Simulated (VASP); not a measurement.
# Si2I (P4/mmm) in VASP: single point with PBE

Aim: the single point of Si2I with PBE.

Program: VASP 6.6.1. These are calculated values, not measurements. Logs are shortened: lines on timing, memory, paths and dates and some standing lists are left out, and cuts for length are marked.

### Step 1. The cell of the first run

It takes space group P4/mmm (No. 123, tetragonal). Conventional cell: a = 3.620 Å, b = 3.620 Å, c = 5.442 Å, α = 90.00°, β = 90.00°, γ = 90.00°. Within 3.4 Å of Si (site symmetry mmm) lie 4 Si at 2.56 Å and 4 I at 3.27 Å. Within 4.3 Å of I (site symmetry 4/mmm) lie 8 Si at 3.27 Å and 4 I at 3.62 Å.

### Step 2. Single point, PBE

Input file INCAR:

```
SYSTEM = Si2I
PREC = Accurate
ENCUT = 520
EDIFF = 1E-7
ISMEAR = 0
SIGMA = 0.1
LREAL = .False.
LASPH = .True.
NELM = 60
ALGO = Normal
ISIF = 2
LWAVE = .False.
LCHARG = .False.
GGA = PE
NBANDS = 24
```

Input file KPOINTS:

```
regular mesh
0
Gamma
  10 10 10
  0 0 0
```

Input file POSCAR:

```
Si2I
1.0
   -2.5600741863      2.5600741863      5.4421151728
    2.5600741863     -2.5600741863      5.4421151728
    2.5600741863      2.5600741863     -5.4421151728
Si I
4 2
Direct
    0.7500045201      0.2500045201      1.0000090402
    0.2500045201      0.2499954799      0.5000000000
    0.2499954799      0.7499954799     -0.0000090402
    0.7499954799      0.7500045201      0.5000000000
    0.2500000000      0.2500000000      0.0000000000
    0.7500000000      0.7500000000      0.0000000000
```

Potentials or basis: VASP PAW PBE potentials, release 64 (Si, I).

Run with:

```sh
> cat potpaw_PBE.64/Si/POTCAR potpaw_PBE.64/I/POTCAR > POTCAR
> mpirun -np 1 vasp_std > vasp.out
```

OUTCAR:

```text
SYSTEM = Si2I
   PREC = Accurate
   ENCUT = 520
   EDIFF = 1E-7
   ISMEAR = 0
   LREAL = .False.
   LASPH = .True.
   NELM = 60
   ISIF = 2
   GGA = PE

 ion  position               nearest neighbor table
   1  0.750  0.250  0.000-   2 2.56   4 2.56   4 2.56   2 2.56   6 3.27   5 3.27   5 3.27   6 3.27

   2  0.250  0.250  0.500-   1 2.56   3 2.56   3 2.56   1 2.56   5 3.27   6 3.27   5 3.27   6 3.27

   3  0.250  0.750  1.000-   2 2.56   4 2.56   2 2.56   4 2.56   5 3.27   6 3.27   6 3.27   5 3.27

   4  0.750  0.750  0.500-   1 2.56   3 2.56   1 2.56   3 2.56   6 3.27   5 3.27   5 3.27   6 3.27

   5  0.250  0.250  0.000-   1 3.27   4 3.27   1 3.27   2 3.27   3 3.27   2 3.27   3 3.27   4 3.27

   6  0.750  0.750  0.000-   2 3.27   1 3.27   1 3.27   3 3.27   4 3.27   4 3.27   2 3.27   3 3.27

  LATTYP: Found a body centered tetragonal cell.
 ALAT       =     5.1201483726
 C/A-ratio  =     2.1257646368

  Lattice vectors:

 A1 = (  -2.5600741863,   2.5600741863,   5.4421151728)
 A2 = (   2.5600741863,  -2.5600741863,   5.4421151728)
 A3 = (   2.5600741863,   2.5600741863,  -5.4421151728)

Analysis of symmetry for initial positions (statically):
=====================================================================
 Subroutine PRICEL returns:
 Original cell was already a primitive cell.

 Routine SETGRP: Setting up the symmetry group for a
 body centered tetragonal supercell.

 Subroutine GETGRP returns: Found 16 space group operations
 (whereof  8 operations were pure point group operations)
 out of a pool of 16 trial point group operations.

The static configuration has the point symmetry C_4h.
 The point group associated with its full space group is D_4h.

Analysis of symmetry for dynamics (positions and initial velocities):
=====================================================================
 Subroutine PRICEL returns:
 Original cell was already a primitive cell.

 Routine SETGRP: Setting up the symmetry group for a
 body centered tetragonal supercell.

 Subroutine GETGRP returns: Found 16 space group operations
 (whereof  8 operations were pure point group operations)
 out of a pool of 16 trial point group operations.

The dynamic configuration has the point symmetry C_4h.
 The point group associated with its full space group is D_4h.

 Subroutine INISYM returns: Found 16 space group operations
 (whereof  8 operations are pure point group operations),
 and found     1 'primitive' translations

----------------------------------------------------------------------------------------

                                     Primitive cell

  volume of cell :     142.6701

  direct lattice vectors                    reciprocal lattice vectors
    -2.560074186  2.560074186  5.442115173     0.000000000  0.195306840  0.091876042
     2.560074186 -2.560074186  5.442115173     0.195306840  0.000000000  0.091876042
     2.560074186  2.560074186 -5.442115173     0.195306840  0.195306840  0.000000000

  length of vectors
     6.536403999  6.536403999  6.536403999     0.215837830  0.215837830  0.276205582

  position of ions in fractional coordinates (direct lattice)
     0.750004520  0.250004520  0.000009040
     0.250004520  0.249995480  0.500000000
     0.249995480  0.749995480  0.999990960
     0.749995480  0.750004520  0.500000000
     0.250000000  0.250000000  0.000000000
     0.750000000  0.750000000  0.000000000

  ion indices of the primitive-cell ions
   primitive index   ion index
                 1           1
                 2           2
                 3           3
                 4           4
                 5           5
                 6           6

----------------------------------------------------------------------------------------

 KPOINTS: regular mesh

Automatic generation of k-mesh.
 Grid dimensions read from file:
 generate k-points for:   10   10   10

 Generating k-lattice:

  Cartesian coordinates                     Fractional coordinates (reciprocal lattice)
     0.000000000  0.019530684  0.009187604     0.100000000 -0.000000000  0.000000000
     0.019530684  0.000000000  0.009187604    -0.000000000  0.100000000  0.000000000
     0.019530684  0.019530684  0.000000000     0.000000000  0.000000000  0.100000000

  Length of vectors
     0.021583783  0.021583783  0.027620558

  Shift w.r.t. Gamma in fractional coordinates (k-lattice)
     0.000000000  0.000000000  0.000000000

 Subroutine IBZKPT returns following result:
 ===========================================

 Found    102 irreducible k-points:

 Following reciprocal coordinates:
            Coordinates               Weight
  0.000000  0.000000  0.000000      1.000000
  0.100000 -0.000000  0.000000      8.000000
  0.200000 -0.000000  0.000000      8.000000
  0.300000  0.000000  0.000000      8.000000
  0.400000 -0.000000  0.000000      8.000000
  0.500000 -0.000000  0.000000      4.000000
[... 16 lines left out ...]
  0.300000  0.300000  0.000000      8.000000
  0.400000  0.300000  0.000000     16.000000
 [... further k-points ...]
   k-points           NKPTS =    102   k-points in BZ     NKDIM =    102   number of bands    NBANDS=     24
   number of dos      NEDOS =    301   number of ions     NIONS =      6
   total plane-waves  NPLWV = 125000
   dimension x,y,z NGX =    50 NGY =   50 NGZ =   50
   dimension x,y,z NGXF=   100 NGYF=  100 NGZF=  100
   ions per type =               4   2
   NGX,Y,Z   is equivalent  to a cutoff of  12.72, 12.72, 12.72 a.u.
   NGXF,Y,Z  is equivalent  to a cutoff of  25.43, 25.43, 25.43 a.u.
 SYSTEM =  Si2I
   PREC   = accura    normal or accurate (medium, high low for compatibility)
   ISTART =      0    job   : 0-new  1-cont  2-samecut
   ICHARG =      2    charge: 1-file 2-atom 10-const
   ISPIN  =      1    spin polarized calculation?
   LNONCOLLINEAR =      F non collinear calculations
   LSORBIT =      F    spin-orbit coupling
   LASPH  =      T    aspherical Exc in radial PAW
   ENCUT  =  520.0 eV  38.22 Ry    6.18 a.u.  12.15 12.15 12.15*2*pi/ulx,y,z
   NELM   =     60;   NELMIN=  2; NELMDL= -5     # of ELM steps
   EDIFF  = 0.1E-06   stopping-criterion for ELM
   LREAL  =      F    real-space projection
   EDIFFG = 0.1E-05   stopping-criterion for IOM
   NSW    =      0    number of steps for IOM
   IBRION =     -1    ionic relax: 0-MD 1-quasi-New 2-CG
   NFREE  =      0    steps in history (QN), initial steepest desc. (CG)
   ISIF   =      2    stress and relaxation
   ISYM   =      2    0-nonsym 1-usesym 2-fastsym
   POTIM  = 0.5000    time-step for ionic-motion
   TEBEG  =    0.0;   TEEND  =   0.0 temperature during run
   PSTRESS=    0.0 pullay stress
   NELECT =      30.0000    total number of electrons
   NUPDOWN=      -1.0000    fix difference up-down
   EMIN   =  10.00;   EMAX   =-10.00  energy-range for DOS
   EFERMI =   0.00;   METHOD = LEGACY
   ISMEAR =     0;   SIGMA  =   0.10  broadening in eV -4-tet -1-fermi 0-gaus
   EFERMI_NEDOS =   21; number of points for ismear=-14 and -15
   IALGO  =     38    algorithm
   IMIX   =      4    mixing-type and parameters
     AMIX     =   0.40;   BMIX     =  1.00
     AMIX_MAG =   1.60;   BMIX_MAG =  1.00
  volume/ion in A,a.u.               =      23.78       160.46
  Fermi-wavevector in a.u.,A,eV,Ry     =   0.973504  1.839655 12.894372  0.947710
  Thomas-Fermi vector in A             =   2.103888
   LORBIT       =      0    0 simple, 1 ext, 2 COOP (PROOUT), +10 PAW based schemes
   GGA     = PE    functional components
   LHFCALC =     F    Hartree Fock is set to
   AEXX    =    0.0000 exact exchange contribution
   IVDW    =     0    specifies the selected vdW correction
   LEPSILON=     F    determine dielectric tensor
   LRPA    =     F    only Hartree local field effects (RPA)
 non-spin polarized calculation
 Gauss-broadening in eV      SIGMA  =   0.10
  energy-cutoff  :      520.00
  volume of cell :      142.67
 maximum number of plane-waves:      3888
 NGX is ok and might be reduce to    50
   NGX = 25   NGY = 25   NGZ = 25

 number of electron      30.0000000 magnetization

 Free energy of the ion-electron system (eV)
  ---------------------------------------------------
  ext. energy  EPLUGINS =         0.00000000
  ---------------------------------------------------
  free energy    TOTEN  =       -21.46163736 eV

  energy without entropy =      -21.44449088  energy(sigma->0) =      -21.45306412

 E-fermi :   6.4520     XC(G=0):  -9.5969

 val. band max:        6.4503546643   @ k =   0.1000   0.1000   0.0000
 cond. band min:       6.4545776500   @ k =   0.4000   0.4000  -0.0000
 fundamental gap:      0.0042229857
 Fermi energy:         6.4519763946

 k-point     1 :       0.0000    0.0000    0.0000
  band No.  band energies     occupation
      1      -7.6600      2.00000
      2      -6.0024      2.00000
      3      -3.8479      2.00000
      4      -0.0897      2.00000
      5      -0.0897      2.00000
      6       0.2580      2.00000
[... 16 lines left out ...]
     23      11.2370      0.00000
     24      12.2452      0.00000

 k-point     2 :       0.1000   -0.0000    0.0000
  band No.  band energies     occupation
      1      -7.6200      2.00000
      2      -6.0420      2.00000
      3      -3.8391      2.00000
      4      -0.7743      2.00000
      5      -0.0518      2.00000
      6       0.5417      2.00000
[... 16 lines left out ...]
     23      11.5583      0.00000
     24      12.4751      0.00000

 k-point     3 :       0.2000   -0.0000    0.0000
  band No.  band energies     occupation
      1      -7.5030      2.00000
      2      -6.1572      2.00000
      3      -3.8026      2.00000
      4      -1.5795      2.00000
      5       0.0657      2.00000
      6       0.8305      2.00000
[... 16 lines left out ...]
     23      11.7805      0.00000
     24      12.0289      0.00000

 k-point     4 :       0.3000    0.0000    0.0000
  band No.  band energies     occupation
      1      -7.3193      2.00000
      2      -6.3378      2.00000
      3      -3.7137      2.00000
      4      -2.2792      2.00000
      5       0.2714      2.00000
      6       1.2199      2.00000
[... 16 lines left out ...]
     23      10.9234      0.00000
     24      12.2761      0.00000

 k-point     5 :       0.4000   -0.0000    0.0000
  band No.  band energies     occupation
      1      -7.0858      2.00000
      2      -6.5681      2.00000
      3      -3.5419      2.00000
      4      -2.8409      2.00000
      5       0.5747      2.00000
      6       1.4381      2.00000
[... 16 lines left out ...]
     23      12.0963      0.00000
     24      12.4359      0.00000

 k-point     6 :       0.5000   -0.0000    0.0000
  band No.  band energies     occupation
      1      -6.8262      2.00000
      2      -6.8262      2.00000
      3      -3.2583      2.00000
      4      -3.2583      2.00000
      5       0.9823      2.00000
      6       0.9823      2.00000
[... 16 lines left out ...]
     23      11.8738      0.00000
     24      11.8738      0.00000
[... 379 lines left out ...]
 k-point    21 :      -0.3000    0.2000   -0.0000
  band No.  band energies     occupation
      1      -7.2650      2.00000
      2      -6.3734      2.00000
      3      -3.3466      2.00000
      4      -2.1921      2.00000
      5      -1.0372      2.00000
      6       0.7720      2.00000
[... 16 lines left out ...]
     23      12.0318      0.00000
     24      12.5488      0.00000

 k-point    22 :      -0.2000    0.2000    0.0000
  band No.  band energies     occupation
      1      -7.4101      2.00000
      2      -6.2496      2.00000
      3      -3.5181      2.00000
      4      -1.6126      2.00000
      5      -1.1139      2.00000
      6       0.7904      2.00000
[... 16 lines left out ...]
     23      11.3560      0.00000
     24      12.5835      0.00000

 k-point    23 :       0.3000    0.3000    0.0000
  band No.  band energies     occupation
      1      -6.9997      2.00000
      2      -6.5461      2.00000
      3      -3.7392      2.00000
      4      -1.8093      2.00000
      5      -1.5600      2.00000
      6       0.1157      2.00000
[... 16 lines left out ...]
     23      11.8309      0.00000
     24      12.4239      0.00000

 k-point    24 :       0.4000    0.3000    0.0000
  band No.  band energies     occupation
      1      -6.8409      2.00000
      2      -6.6814      2.00000
      3      -3.5027      2.00000
      4      -2.2347      2.00000
      5      -1.2906      2.00000
      6      -0.4784      2.00000
[... 16 lines left out ...]
     23      11.4619      0.00000
     24      12.2385      0.00000

 [... further k-points ...]

------------------------ aborting loop because EDIFF is reached ----------------------------------------

  FORCE on cell =-STRESS in cart. coord.  units (eV):
  Direction    XX          YY          ZZ          XY          YZ          ZX
  --------------------------------------------------------------------------------------
  -------------------------------------------------------------------------------------
  Total       -0.0462235     -0.0462235     -0.0391250      0.0000000     -0.0000000      0.0000000
  in kB       -0.5190871     -0.5190871     -0.4393714      0.0000000     -0.0000000      0.0000000
  external PRESSURE =      -0.4925152 kB  Pullay stress =       0.0000000 kB

 VOLUME and BASIS-vectors are now :
 -----------------------------------------------------------------------------
  energy-cutoff  :      520.00
  volume of cell :      142.67
      direct lattice vectors                 reciprocal lattice vectors
    -2.560074186  2.560074186  5.442115173     0.000000000  0.195306840  0.091876042
     2.560074186 -2.560074186  5.442115173     0.195306840  0.000000000  0.091876042
     2.560074186  2.560074186 -5.442115173     0.195306840  0.195306840  0.000000000

 POSITION                                       TOTAL-FORCE (eV/Angst)
 -----------------------------------------------------------------------------------
     -1.28001      1.28006      5.44212        -0.000034     -0.000034      0.000000
      1.28001      1.28006      0.00000         0.000034     -0.000034      0.000000
      3.84009      1.28001      0.00000         0.000034      0.000034     -0.000000
      1.28006      1.28001      5.44212        -0.000034      0.000034     -0.000000
      0.00000      0.00000      2.72106         0.000000     -0.000000     -0.000000
      0.00000      0.00000      8.16317         0.000000     -0.000000     -0.000000
 -----------------------------------------------------------------------------------
    total drift:                                0.000000      0.000000     -0.000000

  FREE ENERGIE OF THE ION-ELECTRON SYSTEM (eV)
  ---------------------------------------------------
  free  energy   TOTEN  =       -21.4616373593 eV

  energy  without entropy=      -21.4444908813  energy(sigma->0) =      -21.45306412
```

It took 4.3 min on 1 thread of Intel Xeon 6975P-C (Granite Rapids), shared host; peak memory 0.52 GiB.

What came out:

- Free energy: -21.4616 eV
- Pressure: 0.0 GPa
- Band gap on the k mesh: zero (bands 15 and 16 overlap by 2.27 eV)

Caveat: spin-orbit coupling is left out, which moves the levels of the heavy elements.
